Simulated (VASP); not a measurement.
# NiO (Fm-3m) in VASP: a series of runs

Runs on NiO. Level: PBEsol. Tasks: single point, relaxation of cell and atoms.

Everything below comes from runs of VASP 6.6.1. Logs are shortened: lines on timing, memory, paths and dates and some standing lists are left out, and cuts for length are marked.

## Step 1: The cell of the first run

The structure is cubic, space group Fm-3m (No. 225). The conventional cell has a = 4.106 Å, b = 4.106 Å, c = 4.106 Å, α = 90.00°, β = 90.00°, γ = 90.00°. Within 2.7 Å of Ni (site symmetry m-3m) lie 6 O at 2.05 Å. O (site symmetry m-3m) has 6 Ni at 2.05 Å within 2.7 Å.

## Step 2: Single point, PBEsol, collinear spin, ferromagnetic start

File INCAR:

```
SYSTEM = NiO
PREC = Accurate
ENCUT = 600
EDIFF = 1E-6
ISMEAR = 0
SIGMA = 0.1
LREAL = .False.
LASPH = .True.
NELM = 200
ALGO = Normal
ISIF = 2
LWAVE = .False.
LCHARG = .True.
ISPIN = 2
MAGMOM = 1.07 0.18
LORBIT = 11
LMAXMIX = 4
GGA = PS
LELF = .True.
LVHAR = .True.
NBANDS = 23
GGA_COMPAT = .False.
```

File KPOINTS:

```
regular mesh
0
Gamma
  8 8 8
  0 0 0
```

File POSCAR:

```
NiO
1.0
    0.0000000000      2.0528784407      2.0528784407
    2.0528784407      0.0000000000      2.0528784407
    2.0528784407      2.0528784407      0.0000000000
Ni O
1 1
Direct
    0.0000000000      0.0000000000      0.0000000000
    0.5000000000      0.5000000000      0.5000000000
```

Potentials or basis: VASP PAW PBE potentials, release 64 (Ni_sv_GW, O).

Launch:

```
cat potpaw_PBE.64/Ni_sv_GW/POTCAR potpaw_PBE.64/O/POTCAR > POTCAR
mpirun -np 1 vasp_std > vasp.out
```

OUTCAR:

```text
SYSTEM = NiO
   PREC = Accurate
   ENCUT = 600
   EDIFF = 1E-6
   ISMEAR = 0
   LREAL = .False.
   LASPH = .True.
   NELM = 200
   ISIF = 2
   ISPIN = 2
   LORBIT = 11
   GGA = PS

 ion  position               nearest neighbor table
   1  0.000  0.000  0.000-   2 2.05   2 2.05   2 2.05   2 2.05   2 2.05   2 2.05
   2  0.500  0.500  0.500-   1 2.05   1 2.05   1 2.05   1 2.05   1 2.05   1 2.05

  LATTYP: Found a face centered cubic cell.
 ALAT       =     4.1057568814

  Lattice vectors:

 A1 = (   0.0000000000,   2.0528784407,   2.0528784407)
 A2 = (   2.0528784407,   0.0000000000,   2.0528784407)
 A3 = (   2.0528784407,   2.0528784407,   0.0000000000)

Analysis of symmetry for initial positions (statically):
=====================================================================
 Subroutine PRICEL returns:
 Original cell was already a primitive cell.

 Routine SETGRP: Setting up the symmetry group for a
 face centered cubic supercell.

 Subroutine GETGRP returns: Found 48 space group operations
 (whereof 48 operations were pure point group operations)
 out of a pool of 48 trial point group operations.

The static configuration has the point symmetry O_h .

Analysis of symmetry for dynamics (positions and initial velocities):
=====================================================================
 Subroutine PRICEL returns:
 Original cell was already a primitive cell.

 Routine SETGRP: Setting up the symmetry group for a
 face centered cubic supercell.

 Subroutine GETGRP returns: Found 48 space group operations
 (whereof 48 operations were pure point group operations)
 out of a pool of 48 trial point group operations.

The dynamic configuration has the point symmetry O_h .

Analysis of structural, dynamic, and magnetic symmetry:
=====================================================================
 Subroutine PRICEL returns:
 Original cell was already a primitive cell.

 Routine SETGRP: Setting up the symmetry group for a
 face centered cubic supercell.

 Subroutine GETGRP returns: Found 48 space group operations
 (whereof 48 operations were pure point group operations)
 out of a pool of 48 trial point group operations.

The overall configuration has the point symmetry O_h .

 Subroutine INISYM returns: Found 48 space group operations
 (whereof 48 operations are pure point group operations),
 and found     1 'primitive' translations

----------------------------------------------------------------------------------------
[... 116 lines left out ...]
  Thomas-Fermi vector in A             =   2.881199
   LORBIT       =     11    0 simple, 1 ext, 2 COOP (PROOUT), +10 PAW based schemes
   GGA     = PS    functional components
   LHFCALC =     F    Hartree Fock is set to
   AEXX    =    0.0000 exact exchange contribution
   IVDW    =     0    specifies the selected vdW correction
   LEPSILON=     F    determine dielectric tensor
   LRPA    =     F    only Hartree local field effects (RPA)
 spin polarized calculation
 Gauss-broadening in eV      SIGMA  =   0.10
  energy-cutoff  :      600.00
  volume of cell :       17.30
 maximum number of plane-waves:       589
   NGX = 11   NGY = 11   NGZ = 11

 number of electron      24.0000010 magnetization       0.9837146

 Free energy of the ion-electron system (eV)
  ---------------------------------------------------
  ext. energy  EPLUGINS =         0.00000000
  ---------------------------------------------------
  free energy    TOTEN  =       -13.32575020 eV

  energy without entropy =      -13.31753429  energy(sigma->0) =      -13.32164225

 E-fermi :   7.5921     XC(G=0): -13.6457

 val. band max:        7.5368292452   @ k =  -0.2500   0.3750   0.1250
 cond. band min:       7.5965068426   @ k =  -0.3750   0.3750   0.1250
 fundamental gap:      0.0596775974
 Fermi energy:         7.5920931933

 spin component 1

 k-point     1 :       0.0000    0.0000    0.0000
  band No.  band energies     occupation
      1     -95.9242      1.00000
      2     -56.4654      1.00000
      3     -56.4654      1.00000
      4     -56.4654      1.00000
      5     -13.4197      1.00000
      6       4.1494      1.00000
[... 613 lines left out ...]
     22      38.6662      0.00000
     23      39.4143      0.00000

 [... further k-points ...]

 spin component 2

 k-point     1 :       0.0000    0.0000    0.0000
  band No.  band energies     occupation
      1     -94.9011      1.00000
      2     -55.4670      1.00000
      3     -55.4670      1.00000
      4     -55.4670      1.00000
      5     -13.2032      1.00000
      6       4.4031      1.00000
[... 613 lines left out ...]
     22      38.9150      0.00000
     23      39.6735      0.00000

 [... further k-points ...]

------------------------ aborting loop because EDIFF is reached ----------------------------------------

  FORCE on cell =-STRESS in cart. coord.  units (eV):
  Direction    XX          YY          ZZ          XY          YZ          ZX
  --------------------------------------------------------------------------------------
  -------------------------------------------------------------------------------------
  Total       -0.2463768     -0.2463768     -0.2463768     -0.0000000     -0.0000000      0.0000000
  in kB      -22.8134313    -22.8134313    -22.8134313     -0.0000000     -0.0000000      0.0000000
  external PRESSURE =     -22.8134313 kB  Pullay stress =       0.0000000 kB

 VOLUME and BASIS-vectors are now :
 -----------------------------------------------------------------------------
  energy-cutoff  :      600.00
  volume of cell :       17.30
      direct lattice vectors                 reciprocal lattice vectors
     0.000000000  2.052878441  2.052878441    -0.243560452  0.243560452  0.243560452
     2.052878441  0.000000000  2.052878441     0.243560452 -0.243560452  0.243560452
     2.052878441  2.052878441  0.000000000     0.243560452  0.243560452 -0.243560452

 POSITION                                       TOTAL-FORCE (eV/Angst)
 -----------------------------------------------------------------------------------
      0.00000      0.00000      0.00000         0.000000      0.000000      0.000000
      2.05288      2.05288      2.05288        -0.000000     -0.000000     -0.000000
 -----------------------------------------------------------------------------------
    total drift:                                0.000000     -0.000000     -0.000000

  FREE ENERGIE OF THE ION-ELECTRON SYSTEM (eV)
  ---------------------------------------------------
  free  energy   TOTEN  =       -13.3257502021 eV

  energy  without entropy=      -13.3175342899  energy(sigma->0) =      -13.32164225

 total charge

# of ion       s       p       d       f       tot
--------------------------------------------------
    1        2.158   6.239   7.847   0.011  16.255
    2        1.557   3.391   0.000   0.000   4.948
--------------------------------------------------
tot          3.715   9.630   7.847   0.011  21.202

 magnetization (x)

# of ion       s       p       d       f       tot
--------------------------------------------------
    1        0.007   0.009   0.819   0.001   0.835
    2        0.020   0.108   0.000   0.000   0.128
--------------------------------------------------
tot          0.026   0.117   0.819   0.001   0.963
```

It took 29 s on 1 thread of AMD EPYC 9R45 (Zen 5), shared host; peak memory 0.14 GiB.

What came out:

* Free energy: -13.3258 eV
* Pressure: -2.3 GPa
* Net moment: 0.98 μB per cell
* Site moments: Ni +0.83; O +0.13 μB
* Valence electrons inside the program's atomic spheres: Ni 16.25; O 4.95

Caveat: the PAW data sets were made with another functional, which shifts forces and pressure a little; a cell with one magnetic atom can't hold antiferromagnetic order, which such compounds often take; semilocal functionals often make such compounds metallic where correlation or magnetic order opens a gap, which also shifts bond lengths. With open d or f shells a metallic result of PBEsol can be an artefact of self-interaction; +U or a hybrid may open a gap.

## Step 3: Single point, PBEsol, collinear spin, ferromagnetic start

This run uses another cell than the first one, of 8.81 Å³/atom, 1.018 times its volume.

File INCAR:

```
PREC     = Accurate       # precision mode
ENCUT    = 520            # plane-wave cutoff, eV
EDIFF    = 1E-6           # SCF threshold, eV
ISMEAR   = 0              # smearing method
SIGMA    = 0.1            # smearing width, eV
LREAL    = F              # projectors in reciprocal space
LASPH    = T              # aspherical terms in the spheres
NELM     = 150            # most SCF steps
ALGO     = Normal         # electronic algorithm
ISIF     = 2              # what is computed and relaxed
LWAVE    = F              # write WAVECAR
LCHARG   = F              # write CHGCAR
ISPIN    = 2              # spin polarisation
MAGMOM   = 1.14 0.2       # initial moments
LORBIT   = 11             # projections on sites
LMAXMIX  = 4              # l up to which the mixer works
GGA      = PS             # functional
NBANDS   = 19             # bands
```

File KPOINTS:

```
regular mesh
0
Gamma
  18 18 18
```

File POSCAR:

```
NiO
1.0
    0.0000000000      2.0652518571      2.0652518571
    2.0652518571      0.0000000000      2.0652518571
    2.0652518571      2.0652518571      0.0000000000
Ni O
1 1
Direct
    0.0000000000      0.0000000000      0.0000000000
    0.5000000000      0.5000000000      0.5000000000
```

Potentials or basis: VASP PAW PBE potentials, release 64 (Ni, O).

Launch:

```
cat potpaw_PBE.64/Ni/POTCAR potpaw_PBE.64/O/POTCAR > POTCAR
mpirun -np 1 vasp_std > vasp.out
```

OUTCAR:

```text
PREC = Accurate
   ENCUT = 520
   EDIFF = 1E-6
   ISMEAR = 0
   LREAL = F
   LASPH = T
   NELM = 150
   ISIF = 2
   ISPIN = 2
   LORBIT = 11
   GGA = PS

 ion  position               nearest neighbor table
   1  0.000  0.000  0.000-   2 2.07   2 2.07   2 2.07   2 2.07   2 2.07   2 2.07
   2  0.500  0.500  0.500-   1 2.07   1 2.07   1 2.07   1 2.07   1 2.07   1 2.07

  LATTYP: Found a face centered cubic cell.
 ALAT       =     4.1305037142

  Lattice vectors:

 A1 = (   0.0000000000,   2.0652518571,   2.0652518571)
 A2 = (   2.0652518571,   0.0000000000,   2.0652518571)
 A3 = (   2.0652518571,   2.0652518571,   0.0000000000)

Analysis of symmetry for initial positions (statically):
=====================================================================
 Subroutine PRICEL returns:
 Original cell was already a primitive cell.

 Routine SETGRP: Setting up the symmetry group for a
 face centered cubic supercell.

 Subroutine GETGRP returns: Found 48 space group operations
 (whereof 48 operations were pure point group operations)
 out of a pool of 48 trial point group operations.

The static configuration has the point symmetry O_h .

Analysis of symmetry for dynamics (positions and initial velocities):
=====================================================================
 Subroutine PRICEL returns:
 Original cell was already a primitive cell.

 Routine SETGRP: Setting up the symmetry group for a
 face centered cubic supercell.

 Subroutine GETGRP returns: Found 48 space group operations
 (whereof 48 operations were pure point group operations)
 out of a pool of 48 trial point group operations.

The dynamic configuration has the point symmetry O_h .

Analysis of structural, dynamic, and magnetic symmetry:
=====================================================================
 Subroutine PRICEL returns:
 Original cell was already a primitive cell.

 Routine SETGRP: Setting up the symmetry group for a
[... 149 lines left out ...]
  ext. energy  EPLUGINS =         0.00000000
  ---------------------------------------------------
  free energy    TOTEN  =       -12.39817236 eV

  energy without entropy =      -12.38944809  energy(sigma->0) =      -12.39381023

 E-fermi :   8.2468     XC(G=0): -13.1391

 val. band max:        8.2464489702   @ k =  -0.3333   0.4444   0.1111
 cond. band min:       8.2562795433   @ k =   0.3333   0.1667   0.0556
 fundamental gap:      0.0098305731
 Fermi energy:         8.2467643416

 spin component 1

 k-point     1 :       0.0000    0.0000    0.0000
  band No.  band energies     occupation
      1     -12.4973      1.00000
      2       4.9755      1.00000
      3       4.9755      1.00000
      4       4.9755      1.00000
      5       5.5592      1.00000
      6       5.5592      1.00000
[... 517 lines left out ...]
     18      39.0501      0.00000
     19      40.2093      0.00000

 [... further k-points ...]

 spin component 2

 k-point     1 :       0.0000    0.0000    0.0000
  band No.  band energies     occupation
      1     -12.2075      1.00000
      2       5.3170      1.00000
      3       5.3170      1.00000
      4       5.3170      1.00000
      5       6.4252      1.00000
      6       6.4252      1.00000
[... 517 lines left out ...]
     18      39.4216      0.00000
     19      40.6247      0.00000

 [... further k-points ...]

------------------------ aborting loop because EDIFF is reached ----------------------------------------

  FORCE on cell =-STRESS in cart. coord.  units (eV):
  Direction    XX          YY          ZZ          XY          YZ          ZX
  --------------------------------------------------------------------------------------
  -------------------------------------------------------------------------------------
  Total       -0.2508457     -0.2508457     -0.2508457      0.0000000     -0.0000000     -0.0000000
  in kB      -22.8122539    -22.8122539    -22.8122539      0.0000000     -0.0000000     -0.0000000
  external PRESSURE =     -22.8122539 kB  Pullay stress =       0.0000000 kB

 VOLUME and BASIS-vectors are now :
 -----------------------------------------------------------------------------
  energy-cutoff  :      520.00
  volume of cell :       17.62
      direct lattice vectors                 reciprocal lattice vectors
     0.000000000  2.065251857  2.065251857    -0.242101223  0.242101223  0.242101223
     2.065251857  0.000000000  2.065251857     0.242101223 -0.242101223  0.242101223
     2.065251857  2.065251857  0.000000000     0.242101223  0.242101223 -0.242101223

 POSITION                                       TOTAL-FORCE (eV/Angst)
 -----------------------------------------------------------------------------------
      0.00000      0.00000      0.00000         0.000000      0.000000      0.000000
      2.06525      2.06525      2.06525         0.000000      0.000000      0.000000
 -----------------------------------------------------------------------------------
    total drift:                                0.000000     -0.000000     -0.000000

  FREE ENERGIE OF THE ION-ELECTRON SYSTEM (eV)
  ---------------------------------------------------
  free  energy   TOTEN  =       -12.3981723601 eV

  energy  without entropy=      -12.3894480900  energy(sigma->0) =      -12.39381023

 total charge

# of ion       s       p       d       tot
------------------------------------------
    1        0.345   0.430   8.321   9.096
    2        1.558   3.388   0.000   4.946
--------------------------------------------------
tot          1.903   3.818   8.321  14.042

 magnetization (x)

# of ion       s       p       d       tot
------------------------------------------
    1        0.010   0.014   1.018   1.042
    2        0.023   0.149   0.000   0.172
--------------------------------------------------
tot          0.034   0.163   1.018   1.215
```

It took 61 s on 1 thread of Intel Xeon 6975P-C (Granite Rapids), shared host; peak memory 0.23 GiB.

Results:

* Free energy: -12.3982 eV
* Pressure: -2.3 GPa
* Net moment: 1.24 μB per cell
* Site moments: Ni +1.04; O +0.17 μB
* Valence electrons inside the program's atomic spheres: Ni 9.10; O 4.95

Caveat: the PAW data sets were made with another functional, which shifts forces and pressure a little; a cell with one magnetic atom can't hold antiferromagnetic order, which such compounds often take; semilocal functionals often make such compounds metallic where correlation or magnetic order opens a gap, which also shifts bond lengths.

(Continued in part 2 of 2.)
